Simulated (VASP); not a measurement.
# MnO: single point with PBE

MnO:

```
Mn O
1.0
     3.00856    0.00000    0.00000
    -1.50428    2.60549    0.00000
     0.00000    0.00000    2.93621
Mn O
1 1
Direct
  0.00000 0.00000 0.00000
  0.66667 0.33333 0.50000
```

```
Program             : VASP 6.6.1
Task                : single point
Functional          : PBE
Potentials or basis : VASP PAW PBE potentials, release 64 (Mn_pv, O)
Cutoff              : 520 eV
k mesh              : 10 × 10 × 9
Occupations         : fermi-dirac, width 0.05 eV
Spin                : collinear spin, ferromagnetic start
Starting moments    : [4.0, 0.0] μB
```

* Pressure: -4.2 GPa
* Net moment: 4.90 μB per cell
* Site moments: Mn +4.39; O +0.22 μB
* Valence electrons inside the program's atomic spheres: Mn 11.31; O 4.95

Stress tensor (GPa, compression positive):
```
  1.61   0.00   0.00
  0.00   1.61   0.00
  0.00   0.00 -15.86
```

Levels at points of the mesh, in eV from the Fermi level:
Spin up:
```csv
k point,band 9,band 10,band 11,band 12,band 13,band 14,band 15,band 16
"(0.00, 0.00, 0.00)",-2.04,-2.04,-0.97,-0.97,-0.67,12.97,14.45,14.45
"(0.50, 0.00, 0.00)",-2.19,-1.81,-1.75,-0.34,3.91,7.02,13.12,14.44
```
Spin down:
| k point | band 4 | band 5 | band 6 | band 7 | band 8 | band 9 | band 10 | band 11 |
| --- | --- | --- | --- | --- | --- | --- | --- | --- |
| (0.00, 0.00, 0.00) | -18.96 | -3.03 | -3.03 | -3.03 | -0.60 | 1.24 | 2.21 | 2.21 |
| (0.50, 0.00, 0.00) | -18.12 | -6.31 | -3.42 | -3.07 | -0.14 | 2.11 | 2.25 | 2.57 |

Wall time 33 s on 1 thread of Intel(R) Xeon(R) Platinum 8488C (Sapphire Rapids) (shared host), peak memory 0.17 GiB.

Caveat: a cell with one magnetic atom can't hold antiferromagnetic order, which such compounds often take; semilocal functionals often make such compounds metallic where correlation or magnetic order opens a gap, which also shifts bond lengths. With open d or f shells a metallic result of PBE can be an artefact of self-interaction; +U or a hybrid may open a gap.
